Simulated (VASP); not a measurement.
# Tc (I4/mmm) in VASP: further runs, part 2 of 2

VASP 6.6.1. The steps go on from the part before.

## Step 3: Electric field gradients, PBEsol (zz strain of -1 %)

INCAR

```
SYSTEM = Tc
  ALGO = Normal
  EDIFF = 1E-8
  ENCUT = 520
  GGA = PS
  ISIF = 2
  ISMEAR = -1
  LASPH = .TRUE.
  LCHARG = .FALSE.
  LEFG = .TRUE.
  LREAL = .FALSE.
  LWAVE = .FALSE.
  NBANDS = 12
  NELM = 80
  PREC = Accurate
  SIGMA = 0.03
```

KPOINTS

```
k-points
0
G
  18 18 18
  0 0 0
```

POSCAR

```
Tc
1.0
    0.0000000000      1.9500000000      1.9305000000
    1.9500000000      0.0000000000      1.9305000000
    1.9500000000      1.9500000000      0.0000000000
Tc
1
Direct
    0.0000000000      0.0000000000      0.0000000000
```

Potentials or basis: VASP PAW PBE potentials, release 64 (Tc_pv).

The run is started by

```bash
cat potpaw_PBE.64/Tc_pv/POTCAR > POTCAR
mpirun -np 1 vasp_std > vasp.out
```

OUTCAR:

```text
SYSTEM = Tc
   EDIFF = 1E-8
   ENCUT = 520
   GGA = PS
   ISIF = 2
   ISMEAR = -1
   LASPH = .TRUE.
   LREAL = .FALSE.
   NELM = 80
   PREC = Accurate

 ion  position               nearest neighbor table
   1  0.000  0.000  0.000-

  LATTYP: Found a body centered tetragonal cell.
 ALAT       =     2.7577164466
 C/A-ratio  =     1.4000714267

  Lattice vectors:

 A1 = (   0.0000000000,  -1.9500000000,  -1.9305000000)
 A2 = (   0.0000000000,   1.9500000000,  -1.9305000000)
 A3 = (   1.9500000000,   0.0000000000,   1.9305000000)

Analysis of symmetry for initial positions (statically):
=====================================================================
 Subroutine PRICEL returns:
 Original cell was already a primitive cell.

 Routine SETGRP: Setting up the symmetry group for a
 body centered tetragonal supercell.

 Subroutine GETGRP returns: Found 16 space group operations
 (whereof 16 operations were pure point group operations)
 out of a pool of 16 trial point group operations.

The static configuration has the point symmetry D_4h.

Analysis of symmetry for dynamics (positions and initial velocities):
=====================================================================
 Subroutine PRICEL returns:
 Original cell was already a primitive cell.

 Routine SETGRP: Setting up the symmetry group for a
 body centered tetragonal supercell.

 Subroutine GETGRP returns: Found 16 space group operations
 (whereof 16 operations were pure point group operations)
 out of a pool of 16 trial point group operations.

The dynamic configuration has the point symmetry D_4h.

 Subroutine INISYM returns: Found 16 space group operations
 (whereof 16 operations are pure point group operations),
[... 153 lines left out ...]
      4       4.8094      2.00000
      5      10.4813      2.00000
      6      10.4813      2.00000
      7      10.6046      2.00000
      8      12.9822      0.00000
      9      13.1383      0.00000
     10      26.2773      0.00000
     11      31.6188      0.00000
     12      31.6188      0.00000
[... 331 lines left out ...]
 k-point    24 :      -0.2222    0.0556    0.0000
  band No.  band energies     occupation
      1     -26.6363      2.00000
      2     -26.1711      2.00000
      3     -26.1283      2.00000
      4       6.7164      2.00000
      5       9.9114      2.00000
      6      10.9593      2.00000
      7      10.9782      2.00000
      8      12.7289      0.00000
      9      13.6269      0.00000
     10      26.9652      0.00000
     11      29.1782      0.00000
     12      34.4123      0.00000

 [... further k-points ...]
[... 5 lines left out ...]
  --------------------------------------------------------------------------------------
  -------------------------------------------------------------------------------------
  Total       -1.2643473     -1.2643473     -1.0899825      0.0000000      0.0000000     -0.0000000
  in kB     -137.9773977   -137.9773977   -118.9490743      0.0000000      0.0000000     -0.0000000
  external PRESSURE =    -131.6346232 kB  Pullay stress =       0.0000000 kB

 VOLUME and BASIS-vectors are now :
 -----------------------------------------------------------------------------
  energy-cutoff  :      520.00
  volume of cell :       14.68
      direct lattice vectors                 reciprocal lattice vectors
     0.000000000  1.950000000  1.930500000    -0.256410256  0.256410256  0.259000259
     1.950000000  0.000000000  1.930500000     0.256410256 -0.256410256  0.259000259
     1.950000000  1.950000000  0.000000000     0.256410256  0.256410256 -0.259000259

 POSITION                                       TOTAL-FORCE (eV/Angst)
 -----------------------------------------------------------------------------------
      0.00000      0.00000      0.00000         0.000000     -0.000000      0.000000
 -----------------------------------------------------------------------------------
    total drift:                                0.000000      0.000000      0.000000

  FREE ENERGIE OF THE ION-ELECTRON SYSTEM (eV)
  ---------------------------------------------------
  free  energy   TOTEN  =       -11.1663332435 eV

  energy  without entropy=      -11.1633128318  energy(sigma->0) =      -11.16482304

 Electric field gradients (V/A^2)
---------------------------------------------------------------------
 ion       V_xx      V_yy      V_zz      V_xy      V_xz      V_yz
---------------------------------------------------------------------
   1      -1.071    -1.071     2.142     0.001    -0.001    -0.001
---------------------------------------------------------------------

 Electric field gradients after diagonalization (V/A^2)
 (convention: |V_zz| > |V_xx| > |V_yy|)
----------------------------------------------------------------------
 ion       V_xx      V_yy      V_zz     asymmetry (V_yy - V_xx)/ V_zz
----------------------------------------------------------------------
   1      -1.073    -1.070     2.142       0.001
----------------------------------------------------------------------

           NMR quadrupolar parameters

 Cq : quadrupolar parameter    Cq=e*Q*V_zz/h
 eta: asymmetry parameters     (V_yy - V_xx)/ V_zz
 Q  : nuclear electric quadrupole moment in mb (millibarn)
----------------------------------------------------------------------
 ion       Cq(MHz)       eta       Q (mb)
----------------------------------------------------------------------
   1       0.005       0.001       1.000
----------------------------------------------------------------------
```

OSZICAR:

```text
N       E                     dE             d eps       ncg     rms          rms(c)
DAV:   1     0.115944831366E+03    0.11594E+03   -0.78320E+03 11568   0.103E+03
DAV:   2    -0.103233388693E+02   -0.12627E+03   -0.12279E+03 12628   0.309E+02
DAV:   3    -0.120428071616E+02   -0.17195E+01   -0.17156E+01 12588   0.417E+01
DAV:   4    -0.120494680750E+02   -0.66609E-02   -0.66607E-02 12680   0.288E+00
DAV:   5    -0.120495165505E+02   -0.48476E-04   -0.48475E-04 12788   0.237E-01    0.171E+01
DAV:   6    -0.112599193477E+02    0.78960E+00   -0.10867E+00 11856   0.137E+01    0.486E+00
DAV:   7    -0.111726595680E+02    0.87260E-01   -0.15418E-01 12932   0.492E+00    0.593E-01
DAV:   8    -0.111663674407E+02    0.62921E-02   -0.50437E-03 11724   0.883E-01    0.158E-01
DAV:   9    -0.111663285374E+02    0.38903E-04   -0.94466E-05 13796   0.125E-01    0.151E-02
DAV:  10    -0.111663332453E+02   -0.47079E-05   -0.38718E-06 12020   0.209E-02    0.383E-03
DAV:  11    -0.111663331747E+02    0.70630E-07   -0.50286E-08 13964   0.256E-03    0.704E-04
DAV:  12    -0.111663332450E+02   -0.70331E-07   -0.49729E-09  7504   0.843E-04    0.930E-05
DAV:  13    -0.111663332435E+02    0.14834E-08   -0.29016E-10  6476   0.210E-04
   1 F= -.11166333E+02 E0= -.11164823E+02  d E =-.302041E-02
```

Run time: 27 s. Hardware: 1 thread of Intel Xeon 6975P-C (Granite Rapids), shared host; peak memory 0.2 GiB.

Results:

* Free energy: -11.1663 eV
* Pressure: -13.2 GPa

Levels at points of the mesh, in eV from the Fermi level:
```
           k point  band 4  band 5  band 6  band 7  band 8  band 9  band 10  band 11
(0.00, 0.00, 0.00)   -7.44   -1.77   -1.77   -1.64    0.73    0.89    14.03    19.37
(0.50, 0.00, 0.00)   -5.42   -1.96   -1.83    1.20    2.76    2.83    10.49    13.66
(0.50, 0.50, 0.00)   -5.78   -5.18    2.73    3.37    3.37    3.90    12.77    12.77
(0.50, 0.00, 0.50)   -5.77   -5.16    2.74    3.30    3.42    3.69    12.85    13.01
```

Electric field gradients, principal values (V/Å²):
| atom | least | middle | greatest (by size) |
| --- | --- | --- | --- |
| 1 Tc | -1.070 | -1.073 | 2.142 |

Caveat: the cell differs from its parent crystal (zz strain of -1 %); without QUAD_EFG the Cq values of the log hold for a quadrupole moment of 1 mb, not for the nuclei; the PAW data sets were made with another functional, which shifts forces and pressure a little.

## Step 4: Electric field gradients, PBEsol (equal xx and yy strain of +2 %)

INCAR

```
ALGO = Normal ; EDIFF = 1E-8
ENCUT = 520 ; GGA = PS
ISIF = 2 ; ISMEAR = -1
LASPH = T ; LCHARG = F
LEFG = T ; LREAL = F
LWAVE = F ; NBANDS = 12
NELM = 80 ; PREC = Accurate
SIGMA = 0.03
```

KPOINTS

```
k-points
0
Gamma
  18 18 18
```

POSCAR

```
Tc
1.0
    0.0000000000      1.9890000000      1.9500000000
    1.9890000000      0.0000000000      1.9500000000
    1.9890000000      1.9890000000      0.0000000000
Tc
1
Direct
    0.0000000000      0.0000000000      0.0000000000
```

Potentials or basis: VASP PAW PBE potentials, release 64 (Tc_pv).

The run is started by

```bash
cat potpaw_PBE.64/Tc_pv/POTCAR > POTCAR
mpirun -np 1 vasp_std > vasp.out
```

OUTCAR:

```text
EDIFF = 1E-8
   ENCUT = 520
   GGA = PS
   ISIF = 2
   ISMEAR = -1
   LASPH = T
   LREAL = F
   NELM = 80
   PREC = Accurate

 ion  position               nearest neighbor table
   1  0.000  0.000  0.000-

  LATTYP: Found a body centered tetragonal cell.
 ALAT       =     2.8128707756
 C/A-ratio  =     1.3864838847

  Lattice vectors:

 A1 = (   0.0000000000,  -1.9890000000,  -1.9500000000)
 A2 = (   0.0000000000,   1.9890000000,  -1.9500000000)
 A3 = (   1.9890000000,   0.0000000000,   1.9500000000)

Analysis of symmetry for initial positions (statically):
=====================================================================
 Subroutine PRICEL returns:
 Original cell was already a primitive cell.

 Routine SETGRP: Setting up the symmetry group for a
 body centered tetragonal supercell.

 Subroutine GETGRP returns: Found 16 space group operations
[... 541 lines left out ...]

 VOLUME and BASIS-vectors are now :
 -----------------------------------------------------------------------------
  energy-cutoff  :      520.00
  volume of cell :       15.43
      direct lattice vectors                 reciprocal lattice vectors
     0.000000000  1.989000000  1.950000000    -0.251382604  0.251382604  0.256410256
     1.989000000  0.000000000  1.950000000     0.251382604 -0.251382604  0.256410256
     1.989000000  1.989000000  0.000000000     0.251382604  0.251382604 -0.256410256

 POSITION                                       TOTAL-FORCE (eV/Angst)
 -----------------------------------------------------------------------------------
      0.00000      0.00000      0.00000         0.000000      0.000000      0.000000
 -----------------------------------------------------------------------------------
    total drift:                               -0.000000      0.000000     -0.000000

  FREE ENERGIE OF THE ION-ELECTRON SYSTEM (eV)
  ---------------------------------------------------
  free  energy   TOTEN  =       -11.0753989100 eV

  energy  without entropy=      -11.0721342815  energy(sigma->0) =      -11.07376660

 Electric field gradients (V/A^2)
---------------------------------------------------------------------
 ion       V_xx      V_yy      V_zz      V_xy      V_xz      V_yz
---------------------------------------------------------------------
   1      -1.466    -1.466     2.932     0.000     0.001     0.001
---------------------------------------------------------------------

 Electric field gradients after diagonalization (V/A^2)
 (convention: |V_zz| > |V_xx| > |V_yy|)
----------------------------------------------------------------------
 ion       V_xx      V_yy      V_zz     asymmetry (V_yy - V_xx)/ V_zz
----------------------------------------------------------------------
   1      -1.466    -1.466     2.932       0.000
----------------------------------------------------------------------

           NMR quadrupolar parameters

 Cq : quadrupolar parameter    Cq=e*Q*V_zz/h
 eta: asymmetry parameters     (V_yy - V_xx)/ V_zz
 Q  : nuclear electric quadrupole moment in mb (millibarn)
----------------------------------------------------------------------
 ion       Cq(MHz)       eta       Q (mb)
----------------------------------------------------------------------
   1       0.007       0.000       1.000
----------------------------------------------------------------------
```

OSZICAR:

```text
N       E                     dE             d eps       ncg     rms          rms(c)
DAV:   1     0.118371022398E+03    0.11837E+03   -0.77938E+03 11560   0.103E+03
DAV:   2    -0.102273703286E+02   -0.12860E+03   -0.12514E+03 12624   0.309E+02
DAV:   3    -0.119897471198E+02   -0.17624E+01   -0.17585E+01 12720   0.419E+01
DAV:   4    -0.119968937017E+02   -0.71466E-02   -0.71462E-02 12492   0.298E+00
DAV:   5    -0.119969486685E+02   -0.54967E-04   -0.54966E-04 12916   0.251E-01    0.157E+01
DAV:   6    -0.111601597882E+02    0.83679E+00   -0.12112E+00 11864   0.142E+01    0.402E+00
DAV:   7    -0.110813800721E+02    0.78780E-01   -0.13872E-01 13004   0.456E+00    0.550E-01
DAV:   8    -0.110754170049E+02    0.59631E-02   -0.45230E-03 11760   0.829E-01    0.125E-01
DAV:   9    -0.110753936387E+02    0.23366E-04   -0.85946E-05 13940   0.118E-01    0.162E-02
DAV:  10    -0.110753988940E+02   -0.52553E-05   -0.42819E-06 12032   0.212E-02    0.397E-03
DAV:  11    -0.110753988830E+02    0.10960E-07   -0.73932E-08 13532   0.328E-03    0.603E-04
DAV:  12    -0.110753989023E+02   -0.19237E-07   -0.37611E-09  6952   0.686E-04    0.107E-04
DAV:  13    -0.110753989100E+02   -0.77159E-08   -0.43094E-10  6400   0.208E-04
   1 F= -.11075399E+02 E0= -.11073767E+02  d E =-.326463E-02
```

It took 25 s on 1 thread of Intel Xeon 6975P-C (Granite Rapids), shared host; peak memory 0.21 GiB.

What came out:

| Item | Value |
| --- | --- |
| Free energy | -11.0754 eV |
| Pressure | -24.9 GPa |

Electric field gradients, principal values (V/Å²):
| atom | least | middle | greatest (by size) |
| --- | --- | --- | --- |
| 1 Tc | -1.466 | -1.466 | 2.932 |

Caveat: the cell differs from its parent crystal (equal xx and yy strain of +2 %); without QUAD_EFG the Cq values of the log hold for a quadrupole moment of 1 mb, not for the nuclei; the PAW data sets were made with another functional, which shifts forces and pressure a little.

## Step 5: The runs side by side

| cell | gap on the mesh (eV) | pressure (GPa) |
| --- | --- | --- |
| a = 2.744, b = 2.744, c = 2.730 Å, angles 60.2, 60.2, 59.7°, 1 atom | none | -10.4 |
| a = 2.744, b = 2.744, c = 2.758 Å, angles 59.8, 59.8, 60.3°, 1 atom | none | -13.2 |
| a = 2.785, b = 2.785, c = 2.813 Å, angles 59.7, 59.7, 60.7°, 1 atom | none | -24.9 |

Alike in all rows: task electric field gradients; level PBEsol; potentials or basis VASP PAW PBE potentials, release 64 (Tc_pv); no spin polarisation; k mesh 18 × 18 × 18; cutoff (eV) 520; smearing fermi-dirac 0.03 eV.

Caveats: the PAW data sets were made with another functional, which shifts forces and pressure a little.

Total energies depend on the potentials used, so only differences within one code and one set of settings carry meaning.
